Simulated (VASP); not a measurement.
## TiAl: single point with LDA

Crystal: TiAl.

```
Ti Al
1.0
     3.20012    0.00000    0.00000
     0.00000    3.20012    0.00000
     0.00000    0.00000    3.20012
Ti Al
1 1
Direct
  0.00000 0.00000 0.00000
  0.50000 0.50000 0.50000
```

- Program: VASP 6.6.1
- Task: single point
- Functional: LDA
- Potentials or basis: VASP PAW LDA potentials, release 64 (Ti_sv, Al)
- Cutoff: 520 eV
- k mesh: 8 × 8 × 8
- Occupations: fermi-dirac, width 0.05 eV
- Spin: no spin polarisation

The pressure is -7.6 GPa.

Levels at points of the mesh, in eV from the Fermi level:
| k point | band 3 | band 4 | band 5 | band 6 | band 7 | band 8 | band 9 | band 10 | band 11 | band 12 |
| --- | --- | --- | --- | --- | --- | --- | --- | --- | --- | --- |
| (0.00, 0.00, 0.00) | -32.82 | -32.82 | -9.11 | -1.37 | -1.37 | 1.71 | 1.71 | 1.71 | 4.32 | 4.32 |
| (0.50, 0.00, 0.00) | -32.80 | -32.80 | -5.94 | -5.06 | -0.52 | 0.10 | 0.10 | 1.90 | 2.91 | 6.61 |
| (0.50, 0.50, 0.00) | -32.96 | -32.79 | -4.95 | -2.01 | -2.01 | -1.41 | 0.65 | 0.65 | 2.67 | 4.58 |
| (0.50, 0.50, 0.50) | -32.94 | -32.94 | -3.01 | -3.01 | -3.01 | 0.45 | 2.73 | 2.73 | 2.94 | 2.94 |

Wall time 13 s on 1 thread of Intel Xeon 8259CL, on a shared host, peak memory 0.14 GiB.
